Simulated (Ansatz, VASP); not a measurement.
Ti in VASP and in Ansatz

Contents of INCAR:

```
ALGO = Fast ; EDIFF = 1E-6
ENCUT = 520 ; GGA = CA
ISIF = 2 ; ISMEAR = 0
LASPH = True ; LCHARG = True
LELF = True ; LREAL = False
LVHAR = True ; LWAVE = False
NBANDS = 12 ; NELM = 100
PREC = Accurate ; SIGMA = 0.15
```

The input KPOINTS:

```
k-points
0
Gamma
  20 20 20
```

Contents of POSCAR:

```
Ti
1.0
   -1.5425400000      1.5425400000      1.6410000000
    1.5425400000     -1.5425400000      1.6410000000
    1.5425400000      1.5425400000     -1.6410000000
Ti
1
Direct
    0.0000000000      0.0000000000      0.0000000000
```

Input for Ansatz:

```yaml
crystal:
  lattice:
    - [-1.54254, 1.54254, 1.641]
    - [1.54254, -1.54254, 1.641]
    - [1.54254, 1.54254, -1.641]
  atoms:
    - { symbol: Ti, position: [0.0, 0.0, 0.0] }
basis:
  ecutwfc: 420
kpoints:
  mp_grid: { grid: [20, 20, 20] }
hamiltonian:
  xc: lda
scf:
  occupations: { method: gaussian, width: 0.15 }
output:
  forces: true
  stress: true
  eigenvalues: true
```

Change from the starting cell: strain -0.0600 x Voigt [1, 1, 0, 0, 0, 0], atoms carried along.

Alike in both runs: task single point; functional LDA; k mesh 20 × 20 × 20; occupations gaussian, width 0.15 eV; no spin polarisation.

|  | VASP | Ansatz |
| --- | --- | --- |
| version | VASP 6.6.1 | Ansatz 0.2.0 |
| potentials or method | VASP PAW LDA potentials, release 64 (Ti_sv), cutoff 520 eV | scalar-relativistic, plane waves, PAW |
| valence electrons in the cell | 12 | 12 |

Ansatz gave:

| Item | Value |
| --- | --- |
| gap on the k mesh at the Fermi level (eV) | none |
| pressure (GPa) | 2.0 |
| traceless stress, the component that is largest in VASP (GPa) | 0.35 |

Question: Estimate VASP's values.

Answer: gap on the k mesh at the Fermi level (eV): none; pressure (GPa): 1.8; traceless stress, the component that is largest in VASP (GPa): 0.35.

LDA's correlation is that of Perdew and Zunger in VASP and of Perdew and Wang (1992) in Ansatz. A gap of «none» marks a metal or a gap that the smearing closes.
